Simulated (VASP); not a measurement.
# SrCa: single point with PBEsol

SrCa, a slab with vacuum:

```xyz
6
Lattice="4.1283 0.0000 0.0000 -2.0642 3.5752 0.0000 0.0000 0.0000 32.9719" Properties=species:S:1:pos:R:3 pbc="T T T"
Sr    2.0642    1.1917   11.3944
Sr    2.0642    1.1917   18.1831
Sr    2.0642    1.1917   24.9719
Ca    0.0000    0.0000    8.0000
Ca    0.0000    0.0000   14.7887
Ca    0.0000    0.0000   21.5775
```

- Program: VASP 6.6.1
- Task: single point
- Functional: PBEsol
- Potentials or basis: VASP PAW PBE potentials, release 64 (Sr_sv, Ca_sv)
- Cutoff: 520 eV
- k mesh: 5 × 5 × 1
- Occupations: fermi-dirac, width 0.05 eV
- Spin: no spin polarisation
- Dipole correction: yes
- Further INCAR settings: ALGO = Normal; EDIFF = 1e-06; NBANDS = 39

```json
{
 "Largest force": "0.232 eV/Å"
}
```

Forces in eV/Å, atoms in the order of the input:
```
Sr   0.000  0.000 -0.117
Sr   0.000  0.000 -0.021
Sr   0.000  0.000 -0.206
Ca   0.000  0.000  0.232
Ca   0.000  0.000  0.026
Ca   0.000  0.000  0.086
```

Levels at points of the mesh, in eV from the Fermi level:
```
           k point  band 27  band 28  band 29  band 30  band 31  band 32  band 33  band 34
(0.00, 0.00, 0.00)    -3.05    -2.55    -1.95    -1.38    -0.02     0.24     0.59     0.96
```

It took 10 min on 1 thread of AMD EPYC 7R43 64-Core Processor (Zen 3), on a shared host, peak memory 0.53 GiB.

Caveat: the PAW data sets were made with another functional, which shifts forces and pressure a little.
